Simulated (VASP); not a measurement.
The system is BN.

```
CELL_PARAMETERS angstrom
2.49824 0.00000 0.00000
-1.24912 2.16354 0.00000
0.00000 0.00000 6.63570
ATOMIC_POSITIONS crystal
N 0.66667 0.33333 0.25000
N 0.33333 0.66667 0.75000
B 0.66667 0.33333 0.75000
B 0.33333 0.66667 0.25000
```

Base run:

```yaml
Program: VASP 6.6.1
Functional: r2SCAN-based global hybrid with 10 % exact exchange
Potentials_or_basis: VASP PAW PBE potentials, release 64 (N, B)
Cutoff: 520 eV
k_mesh: 7 × 7 × 3
Occupations: fermi-dirac, width 0.05 eV
Spin: no spin polarisation
```

Its results: band gap on the k mesh 5.88 eV (least direct gap 6.10 eV); pressure 0.2 GPa.

Task: The run is repeated on the same cell with these changes: functional from r2SCAN-based global hybrid with 10 % exact exchange to r2SCAN-based global hybrid with 35 % exact exchange; share of exact exchange from 0.1 to 0.35. What comes out?

Result: Band gap on the k mesh 7.80 eV (least direct gap 8.04 eV); pressure -3.1 GPa.

Caveats: the PAW data sets were made with another functional, which shifts forces and pressure a little; the stress differs along the axes, from -5 to 1 GPa (at least some runs).

A k mesh can miss the band edges.
